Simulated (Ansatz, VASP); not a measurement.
**One calculation of Pd, two programs**

INCAR

```
PREC = Accurate ; ENCUT = 500
EDIFF = 1E-6 ; ISMEAR = 0
SIGMA = 0.1 ; LREAL = False
LASPH = True ; NELM = 120
ALGO = Normal ; ISIF = 2
LWAVE = False ; LCHARG = True
GGA = PS ; LELF = True
LVHAR = True ; NBANDS = 11
GGA_COMPAT = False
```

Contents of KPOINTS:

```
regular mesh
0
Gamma
  15 15 15
```

The input POSCAR:

```
Pd
1.0
    2.7400216570      0.0000000000      0.0000000000
   -1.3700108285      2.3729283619      0.0000000000
    1.3700108285      0.7909761206      2.2372183146
Pd
1
Direct
    0.0000000000      0.0000000000      0.0000000000
```

Input for Ansatz:

```yaml
crystal:
  lattice:
    - [2.740021657, 0.0, 0.0]
    - [-1.3700108285, 2.3729283619, 0.0]
    - [1.3700108285, 0.7909761206, 2.2372183146]
  atoms:
    - { symbol: Pd, position: [0.0, 0.0, 0.0] }
basis:
  ecutwfc: 420
kpoints:
  mp_grid: { grid: [15, 15, 15] }
hamiltonian:
  xc: pbesol
scf:
  occupations: { method: gaussian, width: 0.1 }
output:
  forces: true
  stress: true
  eigenvalues: true
```

Alike in both runs: task single point; functional PBEsol; k mesh 15 × 15 × 15; occupations gaussian, width 0.1 eV; no spin polarisation.

|  | VASP | Ansatz |
| --- | --- | --- |
| version | VASP 6.6.1 | Ansatz 0.2.0 |
| potentials or method | VASP PAW PBE potentials, release 64 (Pd), cutoff 500 eV | scalar-relativistic, plane waves, PAW |
| valence electrons in the cell | 10 | 18 |

|  | VASP | Ansatz | Ansatz less VASP |
| --- | --- | --- | --- |
| gap on the k mesh at the Fermi level (eV) | none | none | - |
| pressure (GPa) | -0.4 | -0.1 | +0.29 |

VASP's potentials were made for PBE, not for PBEsol. A gap of «none» marks a metal or a gap that the smearing closes. VASP's potentials hold 10 valence electrons a cell and Ansatz's 18, so a difference there can come from the potentials and not from the codes.
